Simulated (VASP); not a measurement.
GaN, 4 atoms in the cell. It takes space group P6_3mc (No. 186, hexagonal). Conventional cell: a = 3.180 Å, b = 3.180 Å, c = 5.166 Å, α = 90.00°, β = 90.00°, γ = 120.00°. Ga (site symmetry 3m) has 4 N at 1.94 to 1.95 Å within 2.6 Å. Within 2.6 Å of N (site symmetry 3m) lie 4 Ga at 1.94 to 1.95 Å. 

| Item | Value |
| --- | --- |
| Program | VASP 6.6.1 |
| Task | single point |
| Functional | LDA |
| Potentials or basis | VASP PAW LDA potentials, release 64 (Ga_d, N_h) |
| Cutoff | 1330 eV |
| k mesh | 10 × 10 × 5 |
| Occupations | fermi-dirac, width 0.05 eV |
| Spin | no spin polarisation |
| Dipole correction | no |
| Further INCAR settings | ALGO = Normal; EDIFF = 1e-06; NBANDS = 26 |

Potentials or basis: VASP PAW LDA potentials, release 64 (Ga_d, N_h).

The run is started by

```sh
$ cat potpaw_LDA.64/Ga_d/POTCAR potpaw_LDA.64/N_h/POTCAR > POTCAR
$ mpirun -np 1 vasp_std > vasp.out
```

Hardware: 1 thread of Intel(R) Xeon(R) Platinum 8375C CPU @ 2.90GHz (Ice Lake), on a shared host.

Problem. Estimate the wall time of this run.

Solution. Run time: 2.9 min on 1 thread of Intel(R) Xeon(R) Platinum 8375C CPU @ 2.90GHz (Ice Lake) (shared host), peak memory 0.36 GiB. Counts: scf iterations 14, k points 42.
